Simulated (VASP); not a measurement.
Input of a VASP 6.6.1 run:

The input INCAR:

```
ALGO = Normal
EDIFF = 1E-7
ENCUT = 520
GGA = PS
ISIF = 2
ISMEAR = 0
LASPH = True
LCHARG = False
LREAL = False
LWAVE = False
NBANDS = 9
NELM = 80
PREC = Accurate
SIGMA = 0.1
```

The input KPOINTS:

```
k-points
0
Gamma
  18 18 8
```

Contents of POSCAR:

```
Mg
1.0
    3.1221260886      0.0000000000      0.0000000000
   -1.5610630443      2.7038405065      0.0000000000
    0.0000000000      0.0000000000      5.0092052453
Mg
2
Direct
    0.3333333333      0.6666666667      0.2500000000
    0.6666666667      0.3333333333      0.7500000000
```

Potentials or basis: VASP PAW PBE potentials, release 64 (Mg).

Run with:

```sh
$ cat potpaw_PBE.64/Mg/POTCAR > POTCAR
$ mpirun -np 1 vasp_std > vasp.out
```

(1) Estimate the pressure.

(2) Predict the band gap on the k mesh.

Results:

(1) 2.6 GPa.

(2) zero (bands 2 and 3 overlap by 2.14 eV).

Caveat: the PAW data sets were made with another functional, which shifts forces and pressure a little.
